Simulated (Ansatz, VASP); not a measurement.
Si7Ge: VASP beside Ansatz

The input INCAR:

```
PREC = Accurate
ENCUT = 520
EDIFF = 1E-7
ISMEAR = 0
SIGMA = 0.03
LREAL = F
LASPH = T
NELM = 100
ALGO = Normal
ISIF = 2
LWAVE = F
LCHARG = T
GGA = PS
LELF = T
LVHAR = T
NBANDS = 31
```

KPOINTS

```
Automatic mesh
0
Gamma
  6 6 6
```

The input POSCAR:

```
Si7Ge
1.0
    5.4591768144      0.0000000000      0.0000000000
    0.0000000000      5.3226973940      0.0000000000
    0.0000000000      0.0000000000      5.4591768144
Si Ge
7 1
Direct
    0.2525976817      0.2525976817      0.2525976817
    0.0000000000      0.5000000000      0.5000000000
    0.5000000000      0.5000000000      0.0000000000
    0.5000000000      0.0000000000      0.5000000000
    0.7474023183      0.2525976817      0.7474023183
    0.7474023183      0.7474023183      0.2525976817
    0.2525976817      0.7474023183      0.7474023183
    0.0000000000      0.0000000000      0.0000000000
```

Input for Ansatz:

```yaml
crystal:
  lattice:
    - [5.4591768144, 0.0, 0.0]
    - [0.0, 5.322697394, 0.0]
    - [0.0, 0.0, 5.4591768144]
  atoms:
    - { symbol: Si, position: [0.2525976817, 0.2525976817, 0.2525976817] }
    - { symbol: Si, position: [0.0, 0.5, 0.5] }
    - { symbol: Si, position: [0.5, 0.5, 0.0] }
    - { symbol: Si, position: [0.5, 0.0, 0.5] }
    - { symbol: Si, position: [0.7474023183, 0.2525976817, 0.7474023183] }
    - { symbol: Si, position: [0.7474023183, 0.7474023183, 0.2525976817] }
    - { symbol: Si, position: [0.2525976817, 0.7474023183, 0.7474023183] }
    - { symbol: Ge, position: [0.0, 0.0, 0.0] }
basis:
  ecutwfc: 420
kpoints:
  mp_grid: { grid: [6, 6, 6] }
hamiltonian:
  xc: pbesol
scf:
  occupations: { method: gaussian, width: 0.03 }
output:
  forces: true
  stress: true
  eigenvalues: true
  write_density: true
  write_potential: true
  elf: true
  volumetric_format: npy
```

Change from the starting cell: strain -0.0250 x Voigt [0, 1, 0, 0, 0, 0], atoms carried along.

Alike in both runs: task single point; functional PBEsol; k mesh 6 × 6 × 6; occupations gaussian, width 0.03 eV; no spin polarisation.

|  | VASP | Ansatz |
| --- | --- | --- |
| version | VASP 6.6.1 | Ansatz 0.2.0 |
| potentials or method | VASP PAW PBE potentials, release 64 (Si, Ge_d), cutoff 520 eV | scalar-relativistic, plane waves, PAW |
| valence electrons in the cell | 42 | 42 |

```csv
,VASP,Ansatz,Ansatz less VASP
gap on the k mesh at the Fermi level (eV),0.09,0.10,+0.005
least direct gap on the mesh (eV),0.09,0.10,+0.005
pressure (GPa),2.5,2.4,-0.08
"traceless stress, the component that is largest in VASP (GPa)",1.47,1.47,+0.001
rms of the force components (eV/Å),0.006,0.004,-0.0017
```

VASP's potentials were made for PBE, not for PBEsol. Atom by atom the forces differ by 0.004 eV/Å (rms over components).
